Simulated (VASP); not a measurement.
A run of VASP 6.6.1 is set up as follows.

POSCAR

```
BeS
1.0
    0.0000000000      2.3258712109      2.3093480371
    2.3258712109      0.0000000000      2.3093480371
    2.3258712109      2.3258712109      0.0000000000
Be S
1 1
Direct
    0.0000000000      0.0000000000      0.0000000000
    0.5000000000      0.5000000000      0.5000000000
```

The input INCAR.step1:

```
SYSTEM = BeS
  PREC = Accurate
  ENCUT = 520
  ISMEAR = 0
  SIGMA = 0.01
  LREAL = .FALSE.
  LASPH = .TRUE.
  NELM = 60
  NBANDS = 11
  GGA = PE
  ALGO = Normal
  EDIFF = 1E-4
  LWAVE = .TRUE.
  LCHARG = .FALSE.
```

Contents of INCAR.step2:

```
SYSTEM = BeS
  PREC = Accurate
  ENCUT = 520
  EDIFF = 1E-6
  ISMEAR = 0
  SIGMA = 0.01
  LREAL = .FALSE.
  LASPH = .TRUE.
  NELM = 60
  ALGO = Normal
  ISIF = 2
  LWAVE = .FALSE.
  LCHARG = .FALSE.
  METAGGA = R2SCAN
  LMIXTAU = .TRUE.
  NBANDS = 11
  ISTART = 1
```

File KPOINTS:

```
Automatic mesh
0
G
  10 10 10
  0 0 0
```

Potentials or basis: VASP PAW PBE potentials, release 64 (Be, S).

Command:

```console
$ cat potpaw_PBE.64/Be/POTCAR potpaw_PBE.64/S/POTCAR > POTCAR
$ cp INCAR.step1 INCAR
$ mpirun -np 1 vasp_std > vasp.out
$ cp INCAR.step2 INCAR
$ mpirun -np 1 vasp_std > vasp.out
```

Predict the pressure.

-0.6 GPa.

What does it give for the band gap on the k mesh?

1.33 eV, indirect (least direct gap 4.53 eV).

Stress tensor (GPa, compression positive):
```
-0.78  0.00  0.00
 0.00 -0.78  0.00
 0.00  0.00 -0.14
```

Caveat: the cell differs from its parent crystal (epitaxial xy strain +0.4%); the PAW data sets were made with another functional, which shifts forces and pressure a little. A k mesh can miss the band edges.
